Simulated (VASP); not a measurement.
Runs of VASP 6.6.1 on AlN (rocksalt type). The structure is that of space group Fm-3m (No. 225), or close to it. The cells are those of the table. 

```tsv
task	cell	cutoff (eV)	gap on the mesh (eV)	pressure (GPa)
relaxation of cell and atoms	relaxed to 300 GPa from a = 2.454 Å, angles 60.0°, 2 atoms	600	3.98	300.0
single point	a = 2.457 Å, angles 60.0°, 2 atoms	520	3.97	302.2
relaxation of cell and atoms	relaxed to 300 GPa from a = 2.456 Å, angles 60.0°, 2 atoms	600	3.98	300.0
single point	a = 2.456 Å, angles 60.0°, 2 atoms	520	3.96	(a)
```

Alike in all rows: level PBE; potentials or basis VASP PAW PBE potentials, release 64 (Al, N); no spin polarisation; k mesh 18 × 18 × 18; smearing fermi-dirac 0.1 eV.

Q: Fill in the values left out.

A: (a) 303.8.

Caveats: the cell is relaxed towards a set pressure, so the run minimises the enthalpy, not the energy (at least some runs); the cell stands under pressure (at least some runs).

A k mesh can miss the band edges.
